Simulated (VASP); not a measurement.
Here is a VASP 6.6.1 calculation.

Contents of INCAR:

```
PREC = Accurate ; ENCUT = 520
EDIFF = 1E-7 ; ISMEAR = -1
SIGMA = 0.1 ; LREAL = F
LASPH = T ; NELM = 100
ALGO = Normal ; ISIF = 2
LWAVE = F ; LCHARG = F
GGA = CA ; NBANDS = 12
```

KPOINTS

```
Automatic mesh
0
Gamma
  13 13 13
```

Contents of POSCAR:

```
Au
1.0
    2.5560736954      0.0000000000      0.0000000000
    0.0000000000      2.5560736954      0.0000000000
    0.0000000000      0.0000000000      2.5560736954
Au
1
Direct
    0.0000000000      0.0000000000      0.0000000000
```

Potentials or basis: VASP PAW LDA potentials, release 64 (Au).

Launch:

```bash
$ cat potpaw_LDA.64/Au/POTCAR > POTCAR
$ mpirun -np 1 vasp_std > vasp.out
```

Estimate the pressure.

27.7 GPa.
